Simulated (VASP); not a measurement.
**PtSe2 (Sudovikovite): single point with PBEsol+U**

PtSe2 (Sudovikovite):

```
Pt Se
1.0
     3.72400    0.00000    0.00000
    -1.86200    3.22508    0.00000
     0.00000    0.00000    5.06200
Pt Se
1 2
Direct
  0.00000 0.00000 0.00000
  0.66667 0.33333 0.75000
  0.33333 0.66667 0.25000
```

```
Program             : VASP 6.6.1
Task                : single point
Functional          : PBEsol
Potentials or basis : VASP PAW PBE potentials, release 64 (Pt, Se)
Cutoff              : 520 eV
k mesh              : 8 × 8 × 5
Occupations         : fermi-dirac, width 0.05 eV
Spin                : no spin polarisation
Hubbard terms       : Pt d U = 4.0 eV
```

The pressure is -0.3 GPa, the largest force is 0.161 eV/Å and the band gap on the k mesh is zero (band 11 reaches 6.73 eV, above the bottom of band 12 at 6.25 eV).

Forces in eV/Å, atoms in the order of the input:
```
Pt   0.000  0.000  0.000
Se   0.000  0.000 -0.161
Se   0.000  0.000  0.161
```

Stress tensor (GPa, compression positive):
```
-0.30  0.00  0.00
 0.00 -0.30  0.00
 0.00  0.00 -0.45
```

Levels at points of the mesh, in eV from the Fermi level:
```
           k point  band 9  band 10  band 11  band 12  band 13  band 14
(0.00, 0.00, 0.00)   -0.94    -0.94     0.50     1.40     1.40     3.66
(0.50, 0.00, 0.00)   -3.65    -3.42    -3.26     0.56     2.32     4.69
```

Eigenvalues of the final occupation matrices:
```tsv
site	spin	trace	eigenvalues
site 1 d	1	4.21	0.72 0.72 0.92 0.93 0.93
site 1 d	2	4.21	0.72 0.72 0.92 0.93 0.93
```

Run time: 22 s on 1 thread of AMD EPYC 9R45 96-Core Processor (Zen 5) (shared host), peak memory 0.17 GiB.

Caveat: the PAW data sets were made with another functional, which shifts forces and pressure a little; spin-orbit coupling is left out, which moves the levels of the heavy elements; U without spin polarisation on a metal has little footing.
